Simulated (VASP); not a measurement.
Input of a VASP 6.6.1 run:

Contents of INCAR:

```
SYSTEM = PPt
PREC = Accurate ; ENCUT = 520
EDIFF = 1E-6 ; ISMEAR = 0
SIGMA = 0.05 ; LREAL = .False.
LASPH = .True. ; NELM = 100
ALGO = Normal ; ISIF = 2
LWAVE = .False. ; LCHARG = .True.
GGA = PS ; LELF = .True.
LVHAR = .True. ; NBANDS = 23
```

The input KPOINTS:

```
Automatic mesh
0
Gamma
  10 10 6
  0 0 0
```

Contents of POSCAR:

```
PPt
1.0
    3.6247499990      0.0000000000      0.0000000000
   -1.8123749995      3.1391255815      0.0000000000
    0.0000000000      0.0000000000      6.6044038010
Pt P
2 2
Direct
    0.6666666667      0.3333333333     -0.0090624024
    0.3333333333      0.6666666667      0.4909375976
    0.6666666667      0.3333333333      0.6342624024
    0.3333333333      0.6666666667      0.1342624024
```

Potentials or basis: VASP PAW PBE potentials, release 64 (Pt, P).

The run is started by

```sh
$ cat potpaw_PBE.64/Pt/POTCAR potpaw_PBE.64/P/POTCAR > POTCAR
$ mpirun -np 1 vasp_std > vasp.out
```

(1) Predict the band gap on the k mesh.

(2) Predict the largest force.

## Answers

(1) zero (bands 15 and 16 overlap by 3.87 eV).

(2) 0.016 eV/Å.

Caveat: the PAW data sets were made with another functional, which shifts forces and pressure a little; spin-orbit coupling is left out, which moves the levels of the heavy elements.
